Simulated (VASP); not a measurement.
## CuO: single point with PBE

Crystal: CuO.

```
Cu O
1.0
     2.63540    0.00000    0.00000
     0.00000    2.63540    0.00000
     0.00000    0.00000    2.63540
Cu O
1 1
Direct
  0.00000 0.00000 0.00000
  0.50000 0.50000 0.50000
```

```json
{"Program": "VASP 6.6.1", "Task": "single point", "Functional": "PBE", "Potentials or basis": "VASP PAW PBE potentials, release 64 (Cu, O)", "Cutoff": "520 eV", "k mesh": "8 × 8 × 8", "Occupations": "fermi-dirac, width 0.05 eV", "Spin": "no spin polarisation"}
```

The pressure is 0.1 GPa.

Levels at points of the mesh, in eV from the Fermi level:
| k point | band 6 | band 7 | band 8 | band 9 | band 10 | band 11 | band 12 | band 13 |
| --- | --- | --- | --- | --- | --- | --- | --- | --- |
| (0.00, 0.00, 0.00) | -1.80 | -1.58 | -1.58 | -1.58 | 0.73 | 15.70 | 15.70 | 19.63 |
| (0.50, 0.00, 0.00) | -1.52 | -1.12 | 0.40 | 0.40 | 6.44 | 7.86 | 17.58 | 17.66 |
| (0.50, 0.50, 0.00) | -2.02 | -2.02 | -1.15 | -0.87 | 5.20 | 11.33 | 11.33 | 17.11 |
| (0.50, 0.50, 0.50) | -1.13 | 0.29 | 0.29 | 0.29 | 7.03 | 7.03 | 7.03 | 12.98 |

Wall time 9 s on 1 thread of AMD EPYC 7R43 64-Core Processor (Zen 3), on a shared host, peak memory 0.09 GiB.

Caveat: an odd number of electrons without spin polarisation forces a metal; a magnetic or distorted state may lie lower; semilocal functionals often make such compounds metallic where correlation or magnetic order opens a gap, which also shifts bond lengths. With open d or f shells a metallic result of PBE can be an artefact of self-interaction; +U or a hybrid may open a gap.
